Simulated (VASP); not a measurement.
MgO, 24 atoms in the cell. The cell holds a slab with vacuum, 24 atoms: a = 5.951 Å, b = 5.951 Å, c = 26.059 Å, α = 90.00°, β = 90.00°, γ = 120.00°. 

| Item | Value |
| --- | --- |
| Program | VASP 6.6.1 |
| Task | single point |
| Functional | PBE |
| Dispersion | D3(BJ) |
| Potentials or basis | VASP PAW PBE potentials, release 64 (O, Mg) |
| Cutoff | 520 eV |
| k mesh | 3 × 3 × 1 |
| Occupations | gaussian, width 0.05 eV |
| Spin | no spin polarisation |
| Dipole correction | yes |
| Further INCAR settings | LREAL = Auto; ALGO = Normal; EDIFF = 1e-06; NBANDS = 66 |

Potentials or basis: VASP PAW PBE potentials, release 64 (O, Mg).

Run with:

```sh
$ cat potpaw_PBE.64/O/POTCAR potpaw_PBE.64/Mg/POTCAR > POTCAR
$ mpirun -np 1 vasp_std > vasp.out
```

Hardware: 1 thread of Intel(R) Xeon(R) Platinum 8488C (Sapphire Rapids) (shared host).

Task: Estimate the wall time of this run.

Result: Wall time 15 min on 1 thread of Intel(R) Xeon(R) Platinum 8488C (Sapphire Rapids), on a shared host, peak memory 0.93 GiB. Counts: scf iterations 42, k points 5.
